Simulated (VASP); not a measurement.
A run of VASP 6.6.1:

Contents of POSCAR:

```
As
1.0
    1.8807970000      1.0858790000      3.5140620000
   -1.8807970000      1.0858790000      3.5140620000
    0.0000000000     -2.1717570000      3.5140620000
As
2
Direct
    0.7740000000      0.7740000000      0.7740000000
    0.2260000000      0.2260000000      0.2260000000
```

The input INCAR.step1:

```
  PREC = Accurate
  ENCUT = 600
  ISMEAR = -1
  SIGMA = 0.05
  LREAL = F
  LASPH = T
  NELM = 80
  GGA = PE
  ALGO = Normal
  EDIFF = 1E-4
  LWAVE = T
  LCHARG = F
```

INCAR.step2

```
  PREC = Accurate
  ENCUT = 600
  EDIFF = 1E-6
  ISMEAR = -1
  SIGMA = 0.05
  LREAL = F
  LASPH = T
  NELM = 80
  ALGO = Normal
  ISIF = 3
  LWAVE = F
  LCHARG = F
  METAGGA = R2SCAN
  LMIXTAU = T
  IBRION = 2
  NSW = 80
  EDIFFG = -0.02
  ISTART = 1
```

File KPOINTS:

```
regular mesh
0
Gamma
  7 7 7
```

Potentials or basis: VASP PAW PBE potentials, release 64 (As).

Command:

```bash
$ cat potpaw_PBE.64/As/POTCAR > POTCAR
$ cp INCAR.step1 INCAR
$ mpirun -np 1 vasp_std > vasp.out
$ cp INCAR.step2 INCAR
$ mpirun -np 1 vasp_std > vasp.out
```

Hardware: 1 thread of Intel(R) Xeon(R) Platinum 8559C (Emerald Rapids) (shared host).

Q: Estimate the wall time of this run.

A: Wall time 6.7 min on 1 thread of Intel(R) Xeon(R) Platinum 8559C (Emerald Rapids), with other jobs on the host, peak memory 0.22 GiB. Counts: k points 44, ion steps 11.
